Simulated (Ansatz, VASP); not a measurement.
# Two plane-wave programs on Bi

```
Bi
1.0
     3.25218    0.00000    0.00000
     0.00000    3.25218    0.00000
     0.00000    0.00000    3.25218
Bi
1
Direct
  0.00000 0.00000 0.00000
```

Alike in both runs: functional r2SCAN; k mesh 10 × 10 × 10; occupations fermi-dirac, width 0.1 eV; no spin polarisation.

Ansatz relaxed the structure, and its values are those at the end. VASP's run is a single point on that final structure, the one shown.

|  | VASP | Ansatz |
| --- | --- | --- |
| version | VASP 6.6.1 | Ansatz 0.2.0 |
| potentials or method | VASP PAW PBE potentials, release 64 (Bi_d), cutoff 520 eV | plane waves (500 eV) with PAW, scalar-relativistic |
| valence electrons in the cell | 15 | 15 |

```csv
,VASP,Ansatz,Ansatz less VASP
pressure (GPa),0.0,0.0,+0.04
```

VASP's potentials were made for PBE, not for r2SCAN.

Neither program's run includes spin-orbit coupling.
